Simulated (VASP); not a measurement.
# MgO (F-43m) in VASP: relaxation of cell and atoms with LDA

Aim: the relaxation of cell and atoms of MgO with LDA.

Program: VASP 6.6.1. These are calculated values, not measurements. Logs are shortened: lines on timing, memory, paths and dates and some standing lists are left out, and cuts for length are marked.

**1. The cell of the first run**

It takes space group F-43m (No. 216, cubic). The conventional cell has a = 4.612 Å, b = 4.612 Å, c = 4.612 Å, α = 90.00°, β = 90.00°, γ = 90.00°. Mg (site symmetry -43m) has 4 O at 2.00 Å within 2.6 Å. Within 2.6 Å of O (site symmetry -43m) lie 4 Mg at 2.00 Å.

**2. Relaxation of cell and atoms, LDA**

Input file INCAR:

```
SYSTEM = MgO
PREC = Accurate ; ENCUT = 750
EDIFF = 1E-7 ; ISMEAR = -1
SIGMA = 0.02 ; LREAL = .FALSE.
LASPH = .TRUE. ; NELM = 120
ALGO = Normal ; ISIF = 3
LWAVE = .FALSE. ; LCHARG = .FALSE.
GGA = CA ; IBRION = 2
NSW = 80 ; EDIFFG = -0.005
GGA_COMPAT = .FALSE. ; NELMIN = 4
```

Input file KPOINTS:

```
Automatic mesh
0
G
  8 8 8
  0 0 0
```

Input file POSCAR:

```
MgO
1.0
    0.0000000000      2.3060412418      2.3060412418
    2.3060412418      0.0000000000      2.3060412418
    2.3060412418      2.3060412418      0.0000000000
Mg O
1 1
Direct
    0.0000000000      0.0000000000      0.0000000000
    0.2500000000      0.2500000000      0.2500000000
```

Potentials or basis: VASP PAW LDA potentials, release 64 (Mg_sv, O).

Run with:

```sh
$ cat potpaw_LDA.64/Mg_sv/POTCAR potpaw_LDA.64/O/POTCAR > POTCAR
$ mpirun -np 1 vasp_std > vasp.out
```

OUTCAR:

```text
SYSTEM = MgO
   PREC = Accurate
   ENCUT = 750
   EDIFF = 1E-7
   ISMEAR = -1
   LREAL = .FALSE.
   LASPH = .TRUE.
   NELM = 120
   ISIF = 3
   GGA = CA
   IBRION = 2
   NSW = 80
   EDIFFG = -0.005
   NELMIN = 4

 ion  position               nearest neighbor table
   1  0.000  0.000  0.000-   2 2.00   2 2.00   2 2.00   2 2.00
   2  0.250  0.250  0.250-   1 2.00   1 2.00   1 2.00   1 2.00

  LATTYP: Found a face centered cubic cell.
 ALAT       =     4.6120824836

  Lattice vectors:

 A1 = (   0.0000000000,   2.3060412418,   2.3060412418)
 A2 = (   2.3060412418,   0.0000000000,   2.3060412418)
 A3 = (   2.3060412418,   2.3060412418,   0.0000000000)

Analysis of symmetry for initial positions (statically):
=====================================================================
 Subroutine PRICEL returns:
 Original cell was already a primitive cell.

 Routine SETGRP: Setting up the symmetry group for a
 face centered cubic supercell.

 Subroutine GETGRP returns: Found 24 space group operations
 (whereof 24 operations were pure point group operations)
 out of a pool of 48 trial point group operations.

The static configuration has the point symmetry T_d .

Analysis of symmetry for dynamics (positions and initial velocities):
=====================================================================
 Subroutine PRICEL returns:
 Original cell was already a primitive cell.

 Routine SETGRP: Setting up the symmetry group for a
 face centered cubic supercell.

 Subroutine GETGRP returns: Found 24 space group operations
 (whereof 24 operations were pure point group operations)
 out of a pool of 48 trial point group operations.

The dynamic configuration has the point symmetry T_d .

 Subroutine INISYM returns: Found 24 space group operations
 (whereof 24 operations are pure point group operations),
 and found     1 'primitive' translations

----------------------------------------------------------------------------------------

                                     Primitive cell

  volume of cell :      24.5263

  direct lattice vectors                    reciprocal lattice vectors
     0.000000000  2.306041242  2.306041242    -0.216821794  0.216821794  0.216821794
     2.306041242  0.000000000  2.306041242     0.216821794 -0.216821794  0.216821794
     2.306041242  2.306041242  0.000000000     0.216821794  0.216821794 -0.216821794

  length of vectors
     3.261234800  3.261234800  3.261234800     0.375546364  0.375546364  0.375546364

  position of ions in fractional coordinates (direct lattice)
     0.000000000  0.000000000  0.000000000
     0.250000000  0.250000000  0.250000000

  ion indices of the primitive-cell ions
   primitive index   ion index
                 1           1
                 2           2

----------------------------------------------------------------------------------------

 KPOINTS: Automatic mesh

Automatic generation of k-mesh.
 Grid dimensions read from file:
 generate k-points for:    8    8    8

 Generating k-lattice:

  Cartesian coordinates                     Fractional coordinates (reciprocal lattice)
    -0.027102724  0.027102724  0.027102724     0.125000000  0.000000000  0.000000000
     0.027102724 -0.027102724  0.027102724     0.000000000  0.125000000  0.000000000
     0.027102724  0.027102724 -0.027102724     0.000000000  0.000000000  0.125000000

  Length of vectors
     0.046943296  0.046943296  0.046943296

  Shift w.r.t. Gamma in fractional coordinates (k-lattice)
     0.000000000  0.000000000  0.000000000

 Subroutine IBZKPT returns following result:
 ===========================================

 Found     29 irreducible k-points:

 Following reciprocal coordinates:
            Coordinates               Weight
  0.000000  0.000000  0.000000      1.000000
  0.125000  0.000000  0.000000      8.000000
  0.250000  0.000000  0.000000      8.000000
  0.375000  0.000000  0.000000      8.000000
  0.500000  0.000000  0.000000      4.000000
  0.125000  0.125000  0.000000      6.000000
[... 16 lines left out ...]
  0.500000  0.250000  0.125000     48.000000
 -0.375000  0.250000  0.125000     24.000000
 [... further k-points ...]
   k-points           NKPTS =     29   k-points in BZ     NKDIM =     29   number of bands    NBANDS=     12
   number of dos      NEDOS =    301   number of ions     NIONS =      2
   total plane-waves  NPLWV =  27000
   dimension x,y,z NGX =    30 NGY =   30 NGZ =   30
   dimension x,y,z NGXF=    60 NGYF=   60 NGZF=   60
   ions per type =               1   1
   NGX,Y,Z   is equivalent  to a cutoff of  15.29, 15.29, 15.29 a.u.
   NGXF,Y,Z  is equivalent  to a cutoff of  30.59, 30.59, 30.59 a.u.
 SYSTEM =  MgO
   PREC   = accura    normal or accurate (medium, high low for compatibility)
   ISTART =      0    job   : 0-new  1-cont  2-samecut
   ICHARG =      2    charge: 1-file 2-atom 10-const
   ISPIN  =      1    spin polarized calculation?
   LNONCOLLINEAR =      F non collinear calculations
   LSORBIT =      F    spin-orbit coupling
   LASPH  =      T    aspherical Exc in radial PAW
   ENCUT  =  750.0 eV  55.12 Ry    7.42 a.u.   7.28  7.28  7.28*2*pi/ulx,y,z
   NELM   =    120;   NELMIN=  4; NELMDL= -5     # of ELM steps
   EDIFF  = 0.1E-06   stopping-criterion for ELM
   LREAL  =      F    real-space projection
   EDIFFG = -.5E-02   stopping-criterion for IOM
   NSW    =     80    number of steps for IOM
   IBRION =      2    ionic relax: 0-MD 1-quasi-New 2-CG
   NFREE  =      1    steps in history (QN), initial steepest desc. (CG)
   ISIF   =      3    stress and relaxation
   ISYM   =      2    0-nonsym 1-usesym 2-fastsym
   POTIM  = 0.5000    time-step for ionic-motion
   TEBEG  =    0.0;   TEEND  =   0.0 temperature during run
   PSTRESS=    0.0 pullay stress
   NELECT =      16.0000    total number of electrons
   NUPDOWN=      -1.0000    fix difference up-down
   EMIN   =  10.00;   EMAX   =-10.00  energy-range for DOS
   EFERMI =   0.00;   METHOD = LEGACY
   ISMEAR =    -1;   SIGMA  =   0.02  broadening in eV -4-tet -1-fermi 0-gaus
   EFERMI_NEDOS =   21; number of points for ismear=-14 and -15
   IALGO  =     38    algorithm
   IMIX   =      4    mixing-type and parameters
     AMIX     =   0.40;   BMIX     =  1.00
     AMIX_MAG =   1.60;   BMIX_MAG =  1.00
  volume/ion in A,a.u.               =      12.26        82.76
  Fermi-wavevector in a.u.,A,eV,Ry     =   1.419835  2.683098 27.428397  2.015930
  Thomas-Fermi vector in A             =   2.540813
   LORBIT       =      0    0 simple, 1 ext, 2 COOP (PROOUT), +10 PAW based schemes
   GGA     = CA    functional components
   LHFCALC =     F    Hartree Fock is set to
   AEXX    =    0.0000 exact exchange contribution
   IVDW    =     0    specifies the selected vdW correction
   LEPSILON=     F    determine dielectric tensor
   LRPA    =     F    only Hartree local field effects (RPA)
 conjugate gradient relaxation of ions
 non-spin polarized calculation
  energy-cutoff  :      750.00
  volume of cell :       24.53
 maximum number of plane-waves:      1162
 NGX is ok and might be reduce to    30
   NGX = 15   NGY = 15   NGZ = 15

--------------------------------------- Ionic step        1  -------------------------------------------

 number of electron      16.0000004 magnetization

 Free energy of the ion-electron system (eV)
  ---------------------------------------------------
  ext. energy  EPLUGINS =         0.00000000
  ---------------------------------------------------
  free energy    TOTEN  =       -12.85448786 eV

  energy without entropy =      -12.85448786  energy(sigma->0) =      -12.85448786

 E-fermi :   0.5893     XC(G=0): -10.3661

 val. band max:        0.0575519691   @ k =   0.0000   0.0000   0.0000
 cond. band min:       3.4434280733   @ k =   0.0000   0.0000   0.0000
 fundamental gap:      3.3858761042
 Fermi energy:         0.5892749101

 k-point     1 :       0.0000    0.0000    0.0000
  band No.  band energies     occupation
      1     -70.6440      2.00000
      2     -38.1313      2.00000
      3     -38.1313      2.00000
      4     -38.1313      2.00000
      5     -15.4412      2.00000
      6       0.0576      2.00000
      7       0.0576      2.00000
      8       0.0576      2.00000
      9       3.4434      0.00000
     10      16.2375      0.00000
     11      16.2375      0.00000
     12      16.2375      0.00000

 k-point     2 :       0.1250    0.0000    0.0000
  band No.  band energies     occupation
      1     -70.6437      2.00000
      2     -38.1372      2.00000
      3     -38.1323      2.00000
      4     -38.1323      2.00000
      5     -15.3483      2.00000
      6      -0.6341      2.00000
      7       0.0296      2.00000
      8       0.0296      2.00000
      9       4.2576      0.00000
     10      14.9820      0.00000
     11      16.1820      0.00000
     12      16.1820      0.00000
[... 379 lines left out ...]
 VOLUME and BASIS-vectors are now :
 -----------------------------------------------------------------------------
  energy-cutoff  :      750.00
  volume of cell :       22.64
      direct lattice vectors                 reciprocal lattice vectors
     0.000000000  2.245462945  2.245462945    -0.222671232  0.222671232  0.222671232
     2.245462945 -0.000000000  2.245462945     0.222671232 -0.222671232  0.222671232
     2.245462945  2.245462945  0.000000000     0.222671232  0.222671232 -0.222671232

 POSITION                                       TOTAL-FORCE (eV/Angst)
 -----------------------------------------------------------------------------------
      0.00000      2.24546      2.24546        -0.000000     -0.000000     -0.000000
      1.12273      1.12273      1.12273         0.000000      0.000000      0.000000
 -----------------------------------------------------------------------------------
    total drift:                               -0.000000     -0.000000      0.000000

  FREE ENERGIE OF THE ION-ELECTRON SYSTEM (eV)
  ---------------------------------------------------
  free  energy   TOTEN  =       -12.8841978286 eV

  energy  without entropy=      -12.8841978286  energy(sigma->0) =      -12.88419783

--------------------------------------- Ionic step        3  -------------------------------------------

 number of electron      15.9999995 magnetization

 Free energy of the ion-electron system (eV)
  ---------------------------------------------------
  ext. energy  EPLUGINS =         0.00000000
  ---------------------------------------------------
  free energy    TOTEN  =       -12.88798050 eV

  energy without entropy =      -12.88798050  energy(sigma->0) =      -12.88798050

 E-fermi :   0.7911     XC(G=0): -10.6465

 val. band max:        0.3528589859   @ k =   0.0000   0.0000   0.0000
 cond. band min:       4.0790742961   @ k =   0.0000   0.0000   0.0000
 fundamental gap:      3.7262153102
 Fermi energy:         0.7910854911

 k-point     1 :       0.0000    0.0000    0.0000
  band No.  band energies     occupation
      1     -70.0809      2.00000
      2     -37.5651      2.00000
      3     -37.5651      2.00000
      4     -37.5651      2.00000
      5     -15.3208      2.00000
      6       0.3529      2.00000
      7       0.3529      2.00000
      8       0.3529      2.00000
      9       4.0791      0.00000
     10      17.1864      0.00000
     11      17.1864      0.00000
     12      17.1864      0.00000

 k-point     2 :       0.1250    0.0000    0.0000
  band No.  band energies     occupation
      1     -70.0805      2.00000
      2     -37.5727      2.00000
      3     -37.5662      2.00000
      4     -37.5662      2.00000
      5     -15.2156      2.00000
      6      -0.3594      2.00000
      7       0.3249      2.00000
      8       0.3249      2.00000
      9       4.9057      0.00000
     10      15.8829      0.00000
     11      17.1071      0.00000
     12      17.1071      0.00000
[... 343 lines left out ...]
 VOLUME and BASIS-vectors are now :
 -----------------------------------------------------------------------------
  energy-cutoff  :      750.00
  volume of cell :       23.09
      direct lattice vectors                 reciprocal lattice vectors
     0.000000000  2.260167601  2.260167601    -0.221222532  0.221222532  0.221222532
     2.260167601 -0.000000000  2.260167601     0.221222532 -0.221222532  0.221222532
     2.260167601  2.260167601  0.000000000     0.221222532  0.221222532 -0.221222532

 POSITION                                       TOTAL-FORCE (eV/Angst)
 -----------------------------------------------------------------------------------
      0.00000      0.00000      0.00000         0.000000      0.000000      0.000000
      1.13008      1.13008      1.13008        -0.000000     -0.000000     -0.000000
 -----------------------------------------------------------------------------------
    total drift:                                0.000000      0.000000      0.000000

  FREE ENERGIE OF THE ION-ELECTRON SYSTEM (eV)
  ---------------------------------------------------
  free  energy   TOTEN  =       -12.8879804960 eV

  energy  without entropy=      -12.8879804960  energy(sigma->0) =      -12.88798050

 reached required accuracy - stopping structural energy minimisation
```

Wall time 38 s (1 thread of AMD EPYC 7R43 (Zen 3), shared host); peak memory 0.12 GiB.

Results:

| Item | Value |
| --- | --- |
| Free energy | -12.8880 eV |
| Relaxed volume | 11.55 Å³/atom |
| Relaxed cell | a = 3.196 Å, b = 3.196 Å, c = 3.196 Å, α = 60.00°, β = 60.00°, γ = 60.00° |
| Space group after relaxing (to 0.1 Å) | F-43m (No. 216) |
| Energy gained by relaxing | 16.7 meV/atom |
| Ionic steps | 3 |
| Pressure after relaxing | 0.0 GPa |
| Band gap on the k mesh | 3.73 eV |

The path:
```
step  energy change (eV)  largest force (eV/Å)  pressure (GPa)  volume (Å³)
   1              0.0000                0.0000           -7.11        24.53
   2             -0.0297                0.0000            2.74        22.64
   3             -0.0335                0.0000            0.01        23.09
```

Final structure:
```
Mg O
1.0
     0.00000    2.26017    2.26017
     2.26017    0.00000    2.26017
     2.26017    2.26017    0.00000
Mg O
1 1
Direct
  0.00000 0.00000 0.00000
  0.25000 0.25000 0.25000
```

Levels at points of the mesh, in eV from the valence-band top:
| k point | band 5 | band 6 | band 7 | band 8 | band 9 | band 10 | band 11 | band 12 |
| --- | --- | --- | --- | --- | --- | --- | --- | --- |
| (0.00, 0.00, 0.00) | -15.67 | 0.00 | 0.00 | 0.00 | 3.73 | 16.83 | 16.83 | 16.83 |
| (0.50, 0.00, 0.00) | -14.90 | -3.16 | -0.18 | -0.18 | 8.82 | 9.77 | 14.59 | 14.59 |
| (0.50, 0.50, 0.00) | -14.67 | -2.63 | -0.76 | -0.76 | 6.16 | 11.49 | 14.29 | 16.74 |
